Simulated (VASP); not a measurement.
# N (P2_13) in VASP: single point with PBE

Aim: the single point of N with PBE.

Everything below comes from runs of VASP 6.6.1. Logs are shortened: lines on timing, memory, paths and dates and some standing lists are left out, and cuts for length are marked.

## (1) The cell of the first run

It takes space group P2_13 (No. 198, cubic). Conventional cell: a = 5.655 Å, b = 5.655 Å, c = 5.655 Å, α = 90.00°, β = 90.00°, γ = 90.00°. Within 4.9 Å of N (site symmetry 3) lie 12 N at 3.74 to 4.32 Å.

## (2) Single point, PBE (strained)

INCAR reads:

```
SYSTEM = N
PREC = Accurate ; ENCUT = 520
EDIFF = 1E-7 ; ISMEAR = 0
SIGMA = 0.1 ; LREAL = .False.
LASPH = .True. ; NELM = 100
ALGO = Normal ; ISIF = 2
LWAVE = .False. ; LCHARG = .False.
GGA = PE ; NBANDS = 18
```

KPOINTS reads:

```
regular mesh
0
Gamma
  8 8 8
  0 0 0
```

POSCAR reads:

```
N
1.0
    5.6549314500      0.0000000000      0.0000000000
    0.0000000000      5.6549314500      0.0000000000
    0.0000000000      0.0000000000      5.6549314500
N
4
Direct
    0.0361322387      0.0361322387      0.0361322387
    0.4638677613      0.9638677613      0.5361322387
    0.5361322387      0.4638677613      0.9638677613
    0.9638677613      0.5361322387      0.4638677613
```

Potentials or basis: VASP PAW PBE potentials, release 64 (N).

Command:

```sh
cat potpaw_PBE.64/N/POTCAR > POTCAR
mpirun -np 1 vasp_std > vasp.out
```

OUTCAR:

```text
SYSTEM = N
   PREC = Accurate
   ENCUT = 520
   EDIFF = 1E-7
   ISMEAR = 0
   LREAL = .False.
   LASPH = .True.
   NELM = 100
   ISIF = 2
   GGA = PE

 ion  position               nearest neighbor table
   1  0.036  0.036  0.036-
   2  0.464  0.964  0.536-
   3  0.536  0.464  0.964-
   4  0.964  0.536  0.464-

  LATTYP: Found a simple cubic cell.
 ALAT       =     5.6549314500

  Lattice vectors:

 A1 = (   5.6549314500,   0.0000000000,   0.0000000000)
 A2 = (   0.0000000000,   5.6549314500,   0.0000000000)
 A3 = (   0.0000000000,   0.0000000000,   5.6549314500)

Analysis of symmetry for initial positions (statically):
=====================================================================
 Subroutine PRICEL returns:
 Original cell was already a primitive cell.

 Routine SETGRP: Setting up the symmetry group for a
 simple cubic supercell.

 Subroutine GETGRP returns: Found 12 space group operations
 (whereof  3 operations were pure point group operations)
 out of a pool of 48 trial point group operations.

The static configuration has the point symmetry C_3 .
 The point group associated with its full space group is T   .

Analysis of symmetry for dynamics (positions and initial velocities):
=====================================================================
 Subroutine PRICEL returns:
 Original cell was already a primitive cell.

 Routine SETGRP: Setting up the symmetry group for a
 simple cubic supercell.

 Subroutine GETGRP returns: Found 12 space group operations
 (whereof  3 operations were pure point group operations)
 out of a pool of 48 trial point group operations.

The dynamic configuration has the point symmetry C_3 .
 The point group associated with its full space group is T   .

 Subroutine INISYM returns: Found 12 space group operations
 (whereof  3 operations are pure point group operations),
 and found     1 'primitive' translations

----------------------------------------------------------------------------------------

                                     Primitive cell

  volume of cell :     180.8348

  direct lattice vectors                    reciprocal lattice vectors
     5.654931450  0.000000000  0.000000000     0.176836803  0.000000000  0.000000000
     0.000000000  5.654931450  0.000000000     0.000000000  0.176836803  0.000000000
     0.000000000  0.000000000  5.654931450     0.000000000  0.000000000  0.176836803

  length of vectors
     5.654931450  5.654931450  5.654931450     0.176836803  0.176836803  0.176836803

  position of ions in fractional coordinates (direct lattice)
     0.036132239  0.036132239  0.036132239
     0.463867761  0.963867761  0.536132239
     0.536132239  0.463867761  0.963867761
     0.963867761  0.536132239  0.463867761

  ion indices of the primitive-cell ions
   primitive index   ion index
                 1           1
                 2           2
                 3           3
                 4           4

----------------------------------------------------------------------------------------

 KPOINTS: regular mesh

Automatic generation of k-mesh.
 Grid dimensions read from file:
 generate k-points for:    8    8    8

 Generating k-lattice:

  Cartesian coordinates                     Fractional coordinates (reciprocal lattice)
     0.022104600  0.000000000  0.000000000     0.125000000  0.000000000  0.000000000
     0.000000000  0.022104600  0.000000000     0.000000000  0.125000000  0.000000000
     0.000000000  0.000000000  0.022104600     0.000000000  0.000000000  0.125000000

  Length of vectors
     0.022104600  0.022104600  0.022104600

  Shift w.r.t. Gamma in fractional coordinates (k-lattice)
     0.000000000  0.000000000  0.000000000

 Subroutine IBZKPT returns following result:
 ===========================================

 Found     45 irreducible k-points:

 Following reciprocal coordinates:
            Coordinates               Weight
  0.000000  0.000000  0.000000      1.000000
  0.125000  0.000000  0.000000      6.000000
  0.250000  0.000000  0.000000      6.000000
  0.375000  0.000000  0.000000      6.000000
  0.500000  0.000000  0.000000      3.000000
  0.125000  0.125000  0.000000     12.000000
[... 16 lines left out ...]
  0.250000  0.125000  0.125000     24.000000
  0.375000  0.125000  0.125000     24.000000
 [... further k-points ...]
   k-points           NKPTS =     45   k-points in BZ     NKDIM =     45   number of bands    NBANDS=     18
   number of dos      NEDOS =    301   number of ions     NIONS =      4
   total plane-waves  NPLWV =  74088
   dimension x,y,z NGX =    42 NGY =   42 NGZ =   42
   dimension x,y,z NGXF=    84 NGYF=   84 NGZF=   84
   ions per type =               4
   NGX,Y,Z   is equivalent  to a cutoff of  12.35, 12.35, 12.35 a.u.
   NGXF,Y,Z  is equivalent  to a cutoff of  24.69, 24.69, 24.69 a.u.
 SYSTEM =  N
   PREC   = accura    normal or accurate (medium, high low for compatibility)
   ISTART =      0    job   : 0-new  1-cont  2-samecut
   ICHARG =      2    charge: 1-file 2-atom 10-const
   ISPIN  =      1    spin polarized calculation?
   LNONCOLLINEAR =      F non collinear calculations
   LSORBIT =      F    spin-orbit coupling
   LASPH  =      T    aspherical Exc in radial PAW
   ENCUT  =  520.0 eV  38.22 Ry    6.18 a.u.  10.51 10.51 10.51*2*pi/ulx,y,z
   NELM   =    100;   NELMIN=  2; NELMDL= -5     # of ELM steps
   EDIFF  = 0.1E-06   stopping-criterion for ELM
   LREAL  =      F    real-space projection
   EDIFFG = 0.1E-05   stopping-criterion for IOM
   NSW    =      0    number of steps for IOM
   IBRION =     -1    ionic relax: 0-MD 1-quasi-New 2-CG
   NFREE  =      0    steps in history (QN), initial steepest desc. (CG)
   ISIF   =      2    stress and relaxation
   ISYM   =      2    0-nonsym 1-usesym 2-fastsym
   POTIM  = 0.5000    time-step for ionic-motion
   TEBEG  =    0.0;   TEEND  =   0.0 temperature during run
   PSTRESS=    0.0 pullay stress
   NELECT =      20.0000    total number of electrons
   NUPDOWN=      -1.0000    fix difference up-down
   EMIN   =  10.00;   EMAX   =-10.00  energy-range for DOS
   EFERMI =   0.00;   METHOD = LEGACY
   ISMEAR =     0;   SIGMA  =   0.10  broadening in eV -4-tet -1-fermi 0-gaus
   EFERMI_NEDOS =   21; number of points for ismear=-14 and -15
   IALGO  =     38    algorithm
   IMIX   =      4    mixing-type and parameters
     AMIX     =   0.40;   BMIX     =  1.00
     AMIX_MAG =   1.60;   BMIX_MAG =  1.00
  volume/ion in A,a.u.               =      45.21       305.08
  Fermi-wavevector in a.u.,A,eV,Ry     =   0.785822  1.484988  8.401817  0.617516
  Thomas-Fermi vector in A             =   1.890236
   LORBIT       =      0    0 simple, 1 ext, 2 COOP (PROOUT), +10 PAW based schemes
   GGA     = PE    functional components
   LHFCALC =     F    Hartree Fock is set to
   AEXX    =    0.0000 exact exchange contribution
   IVDW    =     0    specifies the selected vdW correction
   LEPSILON=     F    determine dielectric tensor
   LRPA    =     F    only Hartree local field effects (RPA)
 non-spin polarized calculation
 Gauss-broadening in eV      SIGMA  =   0.10
  energy-cutoff  :      520.00
  volume of cell :      180.83
 maximum number of plane-waves:      4945
   NGX = 21   NGY = 21   NGZ = 21

 number of electron      19.9999998 magnetization

 Free energy of the ion-electron system (eV)
  ---------------------------------------------------
  ext. energy  EPLUGINS =         0.00000000
  ---------------------------------------------------
  free energy    TOTEN  =        -2.68192462 eV

  energy without entropy =       -2.54945012  energy(sigma->0) =       -2.61568737

 E-fermi :  -5.4906     XC(G=0):  -5.0582

 val. band max:       -5.5071348057   @ k =  -0.3750   0.5000   0.2500
 cond. band min:      -5.4885106605   @ k =   0.3750   0.3750   0.2500
 fundamental gap:      0.0186241452
 Fermi energy:        -5.4905523929

 k-point     1 :       0.0000    0.0000    0.0000
  band No.  band energies     occupation
      1     -17.2216      2.00000
      2     -17.0207      2.00000
      3     -17.0207      2.00000
      4     -17.0207      2.00000
      5      -5.9428      2.00000
      6      -5.9428      2.00000
[... 10 lines left out ...]
     17       0.9554      0.00000
     18       4.6416      0.00000

 k-point     2 :       0.1250    0.0000    0.0000
  band No.  band energies     occupation
      1     -17.2147      2.00000
      2     -17.0366      2.00000
      3     -17.0198      2.00000
      4     -17.0122      2.00000
      5      -5.9411      2.00000
      6      -5.9324      2.00000
[... 10 lines left out ...]
     17       1.0574      0.00000
     18       4.2431      0.00000

 k-point     3 :       0.2500    0.0000    0.0000
  band No.  band energies     occupation
      1     -17.1949      2.00000
      2     -17.0613      2.00000
      3     -17.0176      2.00000
      4     -17.0091      2.00000
      5      -5.9054      2.00000
      6      -5.9028      2.00000
[... 10 lines left out ...]
     17       1.3499      0.00000
     18       3.6397      0.00000

 k-point     4 :       0.3750    0.0000    0.0000
  band No.  band energies     occupation
      1     -17.1652      2.00000
      2     -17.0936      2.00000
      3     -17.0146      2.00000
      4     -17.0094      2.00000
      5      -5.8577      2.00000
      6      -5.8420      2.00000
[... 375 lines left out ...]
      4     -17.0093      2.00000
      5      -5.9208      2.00000
      6      -5.9124      2.00000
[... 10 lines left out ...]
     17       1.2541      0.00000
     18       4.2121      0.00000

 k-point    23 :       0.2500    0.1250    0.1250
  band No.  band energies     occupation
      1     -17.1832      2.00000
      2     -17.0628      2.00000
      3     -17.0264      2.00000
      4     -17.0101      2.00000
      5      -5.8971      2.00000
      6      -5.8878      2.00000
[... 10 lines left out ...]
     17       1.5341      0.00000
     18       3.7634      0.00000

 k-point    24 :       0.3750    0.1250    0.1250
  band No.  band energies     occupation
      1     -17.1557      2.00000
      2     -17.0903      2.00000
      3     -17.0228      2.00000
      4     -17.0133      2.00000
      5      -5.8737      2.00000
      6      -5.8492      2.00000
[... 10 lines left out ...]
     17       1.9670      0.00000
     18       3.1302      0.00000

 [... further k-points ...]

------------------------ aborting loop because EDIFF is reached ----------------------------------------

  FORCE on cell =-STRESS in cart. coord.  units (eV):
  Direction    XX          YY          ZZ          XY          YZ          ZX
  --------------------------------------------------------------------------------------
  -------------------------------------------------------------------------------------
  Total       -4.4964756     -4.4964756     -4.4964756     -0.0000000      0.0000000      0.0000000
  in kB      -39.8382994    -39.8382994    -39.8382994     -0.0000000      0.0000000      0.0000000
  external PRESSURE =     -39.8382994 kB  Pullay stress =       0.0000000 kB

 VOLUME and BASIS-vectors are now :
 -----------------------------------------------------------------------------
  energy-cutoff  :      520.00
  volume of cell :      180.83
      direct lattice vectors                 reciprocal lattice vectors
     5.654931450  0.000000000  0.000000000     0.176836803  0.000000000  0.000000000
     0.000000000  5.654931450  0.000000000     0.000000000  0.176836803  0.000000000
     0.000000000  0.000000000  5.654931450     0.000000000  0.000000000  0.176836803

 POSITION                                       TOTAL-FORCE (eV/Angst)
 -----------------------------------------------------------------------------------
      0.20433      0.20433      0.20433         0.227824      0.227824      0.227824
      2.62314      5.45061      3.03179        -0.227824     -0.227824      0.227824
      3.03179      2.62314      5.45061         0.227824     -0.227824     -0.227824
      5.45061      3.03179      2.62314        -0.227824      0.227824     -0.227824
 -----------------------------------------------------------------------------------
    total drift:                               -0.000000     -0.000000      0.000000

  FREE ENERGIE OF THE ION-ELECTRON SYSTEM (eV)
  ---------------------------------------------------
  free  energy   TOTEN  =        -2.6819246232 eV

  energy  without entropy=       -2.5494501249  energy(sigma->0) =       -2.61568737
```

It took 2.2 min on 1 thread of AMD EPYC 7R43 (Zen 3), shared host; peak memory 0.26 GiB.

What came out:

```yaml
Free_energy: -2.6819 eV
Pressure: -4.0 GPa
Largest_force: 0.395 eV/Å
Band_gap_on_the_k_mesh: zero (bands 10 and 11 overlap by 0.15 eV)
```

Forces on the atoms (eV/Å):
```
N    0.228  0.228  0.228
N   -0.228 -0.228  0.228
N    0.228 -0.228 -0.228
N   -0.228  0.228 -0.228
```

Levels at points of the mesh, in eV from the Fermi level:
```
           k point  band 7  band 8  band 9  band 10  band 11  band 12  band 13  band 14
(0.00, 0.00, 0.00)   -0.45   -0.03   -0.03    -0.03     0.03     0.03     0.09     0.26
(0.50, 0.00, 0.00)   -0.25   -0.25   -0.15    -0.15     0.04     0.04     0.16     0.16
(0.50, 0.50, 0.00)   -0.30   -0.30   -0.14    -0.14     0.01     0.01     0.20     0.20
(0.50, 0.50, 0.50)   -0.54   -0.54    0.16     0.16     0.16     0.16     0.19     0.19
```

Caveat: the cell differs from its parent crystal (strained); the cell stands under tension.
